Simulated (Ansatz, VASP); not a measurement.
**One calculation of MoS2, two programs**

The input INCAR:

```
  ALGO = Normal
  EDIFF = 1E-6
  ENCUT = 520
  GGA = PS
  ISIF = 2
  ISMEAR = 0
  IVDW = 12
  LASPH = T
  LCHARG = T
  LELF = T
  LREAL = F
  LVHAR = T
  LWAVE = F
  NBANDS = 20
  NELM = 100
  PREC = Accurate
  SIGMA = 0.15
```

File KPOINTS:

```
k-points
0
Gamma
  15 15 15
```

POSCAR

```
MoS2
1.0
    1.5399048573      0.9512989978      5.7970502989
   -1.5399048573      0.9512989978      5.7970502989
    0.0000000000     -1.9025979955      5.7970502989
Mo S
1 2
Direct
    0.0000000000      0.0000000000      0.0000000000
    0.7346701195      0.7346701195      0.8083430658
    0.2653298805      0.2653298805      0.1916569342
```

Input for Ansatz:

```yaml
crystal:
  lattice:
    - [1.5399048573, 0.9512989978, 5.7970502989]
    - [-1.5399048573, 0.9512989978, 5.7970502989]
    - [0.0, -1.9025979955, 5.7970502989]
  atoms:
    - { symbol: Mo, position: [0.0, 0.0, 0.0] }
    - { symbol: S, position: [0.7346701195, 0.7346701195, 0.8083430658] }
    - { symbol: S, position: [0.2653298805, 0.2653298805, 0.1916569342] }
basis:
  ecutwfc: 420
kpoints:
  mp_grid: { grid: [15, 15, 15] }
hamiltonian:
  xc: pbesol
  pseudopotentials: { kind: paw, azcp: { folder: soft_1 } }
  dispersion: d3bj
scf:
  occupations: { method: gaussian, width: 0.15 }
output:
  forces: true
  stress: true
  eigenvalues: true
  write_density: true
  write_potential: true
  elf: true
  volumetric_format: npy
```

Change from the starting cell: mode 7 frozen in at -0.131 Å, normal strain along y +0.0700.

Alike in both runs: task single point; functional PBEsol; dispersion D3(BJ); k mesh 15 × 15 × 15; occupations gaussian, width 0.15 eV; no spin polarisation.

|  | VASP | Ansatz |
| --- | --- | --- |
| version | VASP 6.6.1 | Ansatz 0.2.0 |
| potentials or method | VASP PAW PBE potentials, release 64 (Mo_sv, S), cutoff 520 eV | scalar-relativistic, plane waves, PAW |
| valence electrons in the cell | 26 | 26 |

|  | VASP | Ansatz | Ansatz less VASP |
| --- | --- | --- | --- |
| gap on the k mesh at the Fermi level (eV) | none | none | - |
| pressure (GPa) | -6.7 | -6.7 | -0.02 |
| traceless stress, the component that is largest in VASP (GPa) | -11.08 | -11.05 | +0.033 |
| rms of the force components (eV/Å) | 0.547 | 0.546 | -0.0015 |

VASP's potentials were made for PBE, not for PBEsol, and Ansatz warns of the same on its side. Atom by atom the forces differ by 0.002 eV/Å (rms over components). A gap of «none» marks a metal or a gap that the smearing closes.
